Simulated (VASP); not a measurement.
Here is a VASP 6.6.1 calculation.

Contents of INCAR:

```
  ALGO = Normal
  EDIFF = 1E-6
  ENCUT = 500
  GGA = RE
  GGA_COMPAT = False
  ISIF = 2
  ISMEAR = -1
  LASPH = True
  LCHARG = True
  LELF = True
  LREAL = False
  LVHAR = True
  LWAVE = False
  NBANDS = 18
  NELM = 120
  PREC = Accurate
  SIGMA = 0.05
```

File KPOINTS:

```
k-points
0
Gamma
  7 7 7
```

Contents of POSCAR:

```
BiS
1.0
    3.6192193968      0.0000000000      0.0000000000
    0.0000000000      3.6192193968      0.0000000000
    0.0000000000      0.0000000000      3.6192193968
Bi S
1 1
Direct
    0.5000000000      0.5000000000      0.5000000000
    0.0000000000      0.0000000000      0.0000000000
```

Potentials or basis: VASP PAW PBE potentials, release 64 (Bi_d, S).

Run with:

```sh
$ cat potpaw_PBE.64/Bi_d/POTCAR potpaw_PBE.64/S/POTCAR > POTCAR
$ mpirun -np 1 vasp_std > vasp.out
```

Question: Predict the pressure.

Answer: -0.1 GPa.

Caveat: the PAW data sets were made with another functional, which shifts forces and pressure a little.
